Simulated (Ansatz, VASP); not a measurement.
**Two plane-wave programs on Ag**

The input INCAR:

```
SYSTEM = Ag
PREC = Accurate
ENCUT = 520
EDIFF = 1E-7
ISMEAR = -1
SIGMA = 0.1
LREAL = .FALSE.
LASPH = .TRUE.
NELM = 150
ALGO = Normal
ISIF = 2
LWAVE = .FALSE.
LCHARG = .FALSE.
LMAXMIX = 4
LDAU = .TRUE.
LDAUTYPE = 2
LDAUL = 2
LDAUU = 6
LDAUJ = 0
LDAUPRINT = 1
GGA = PS
NBANDS = 12
```

File KPOINTS:

```
Automatic mesh
0
G
  8 8 8
  0 0 0
```

Contents of POSCAR:

```
Ag
1.0
    0.0000000000      2.0342650000      2.0342650000
    2.0342650000      0.0000000000      2.0342650000
    2.0342650000      2.0342650000      0.0000000000
Ag
1
Direct
    0.0000000000      0.0000000000      0.0000000000
```

Input for Ansatz:

```yaml
crystal:
  lattice:
    - [0.0, 2.034265, 2.034265]
    - [2.034265, 0.0, 2.034265]
    - [2.034265, 2.034265, 0.0]
  atoms:
    - { symbol: Ag, position: [0.0, 0.0, 0.0] }
  symmetry: { tolerance: 0.0003 }
kpoints:
  mp_grid: { grid: [8, 8, 8], shift: [0, 0, 0] }
magnetization:
  spin_polarized: false
scf:
  occupations: { method: fermi_dirac }
hamiltonian:
  pseudopotentials: { kind: paw }
  xc: pbesol
  hubbard: { sites: [{ species: Ag, l: d, u_eff: 6.0 }], double_counting: fll }
basis:
  ecutwfc: 420
output:
  forces: true
  stress: true
  eigenvalues: true
  write_density: true
  write_potential: true
  elf: true
  volumetric_format: npy
```

Alike in both runs: task single point; functional PBEsol; k mesh 8 × 8 × 8; no spin polarisation; Hubbard terms Ag d U = 6.0 eV.

```csv
,VASP,Ansatz
version,VASP 6.6.1,Ansatz 0.2.0
potentials or method,"VASP PAW PBE potentials, release 64 (Ag), cutoff 520 eV",PAW plane waves
occupations,"fermi-dirac, width 0.1 eV",fermi-dirac
valence electrons in the cell,11,19
```

```tsv
	VASP	Ansatz	Ansatz less VASP
gap on the k mesh at the Fermi level (eV)	none	none	-
pressure (GPa)	-3.0	2.6	+5.59
```

VASP's potentials were made for PBE, not for PBEsol. The programs project onto different local orbitals, so the same U acts differently, and such runs can settle in different states. A gap of «none» marks a metal or a gap that the smearing closes. VASP's potentials hold 11 valence electrons a cell and Ansatz's 19, so a difference there can come from the potentials and not from the codes. Ansatz's warnings: filled band counts differ across k points.
